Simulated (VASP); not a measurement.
Input of a VASP 6.6.1 run:

INCAR

```
ALGO     = Normal         # electronic algorithm
EDIFF    = 1E-6           # SCF threshold, eV
ENCUT    = 520            # plane-wave cutoff, eV
GGA      = CA             # functional
ISIF     = 2              # what is computed and relaxed
ISMEAR   = 0              # smearing method
LASPH    = T              # aspherical terms in the spheres
LCHARG   = F              # write CHGCAR
LREAL    = F              # projectors in reciprocal space
LWAVE    = F              # write WAVECAR
NBANDS   = 18             # bands
NELM     = 100            # most SCF steps
PREC     = Accurate       # precision mode
SIGMA    = 0.15           # smearing width, eV
```

KPOINTS

```
k-points
0
Gamma
  9 9 5
```

Contents of POSCAR:

```
OsRu
1.0
    2.7270100000      0.0000000000      0.0000000000
   -1.3635050000      2.3616600000      0.0000000000
    0.0000000000      0.0000000000      4.3003200000
Ru Os
1 1
Direct
    0.3333330000      0.6666670000      0.0000000000
    0.6666670000      0.3333330000      0.5000000000
```

Potentials or basis: VASP PAW LDA potentials, release 64 (Ru_pv, Os).

The run is started by

```sh
$ cat potpaw_LDA.64/Ru_pv/POTCAR potpaw_LDA.64/Os/POTCAR > POTCAR
$ mpirun -np 1 vasp_std > vasp.out
```

Question: What does it give for the band gap on the k mesh?

Answer: Zero (band 11 reaches 12.37 eV, above the bottom of band 12 at 9.24 eV).

Question: What does it give for the pressure?

Answer: -11.8 GPa.

Stress tensor (GPa, compression positive):
```
-12.15   0.00   0.00
  0.00 -12.15   0.00
  0.00   0.00 -11.06
```

Caveat: spin-orbit coupling is left out, which moves the levels of the heavy elements.
